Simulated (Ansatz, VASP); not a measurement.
**Two plane-wave programs on La2O3**

The input INCAR:

```
ALGO = Normal
EDIFF = 1E-7
ENCUT = 520
GGA = PE
ISIF = 2
ISMEAR = 1
LASPH = T
LCHARG = T
LELF = T
LREAL = F
LVHAR = T
LWAVE = F
NBANDS = 28
NELM = 60
PREC = Accurate
SIGMA = 0.1
```

Contents of KPOINTS:

```
k-points
0
Gamma
  4 4 2
```

File POSCAR:

```
La2O3
1.0
    3.8481300000      0.0294100000      0.0399400000
   -1.8986000000      3.4200300000     -0.0170600000
    0.0621000000      0.0052300000      5.8891900000
La O
2 3
Direct
    0.6651900000      0.3153500000      0.7641500000
    0.3094400000      0.6547100000      0.2508000000
    0.6331900000      0.3325100000      0.3454700000
    0.3551100000      0.6860800000      0.6438400000
    0.0044200000      0.0167600000      0.9826100000
```

Input for Ansatz:

```yaml
crystal:
  lattice:
    - [3.84813, 0.02941, 0.03994]
    - [-1.8986, 3.42003, -0.01706]
    - [0.0621, 0.00523, 5.88919]
  atoms:
    - { symbol: La, position: [0.66519, 0.31535, 0.76415] }
    - { symbol: La, position: [0.30944, 0.65471, 0.2508] }
    - { symbol: O, position: [0.63319, 0.33251, 0.34547] }
    - { symbol: O, position: [0.35511, 0.68608, 0.64384] }
    - { symbol: O, position: [0.00442, 0.01676, 0.98261] }
basis:
  ecutwfc: 540.0
  xc_grid: 2
kpoints:
  mp_grid:
    grid: [4, 4, 2]
hamiltonian:
  xc: pbe
scf:
  convergence:
    dr2_threshold: 1.0e-09
  occupations:
    method: cold
output:
  forces: true
  stress: true
```

Alike in both runs: task single point; functional PBE; k mesh 4 × 4 × 2; no spin polarisation.

|  | VASP | Ansatz |
| --- | --- | --- |
| version | VASP 6.6.1 | Ansatz 0.2.0 |
| potentials or method | VASP PAW PBE potentials, release 64 (La, O), cutoff 520 eV | plane waves, PAW |
| occupations | methfessel-paxton of order 1, width 0.1 eV | cold |
| valence electrons in the cell | 40 | 40 |

```tsv
	VASP	Ansatz	Ansatz less VASP
pressure (GPa)	8.9	9.2	+0.34
traceless stress, the component that is largest in VASP (GPa)	-2.37	-2.36	+0.001
rms of the force components (eV/Å)	0.422	0.424	+0.0016
```

Atom by atom the forces differ by 0.007 eV/Å (rms over components). Ansatz's warnings: stress scf threshold loose.

The k mesh is coarse, so the values compare programs but aren't converged. Neither program's run includes spin-orbit coupling.
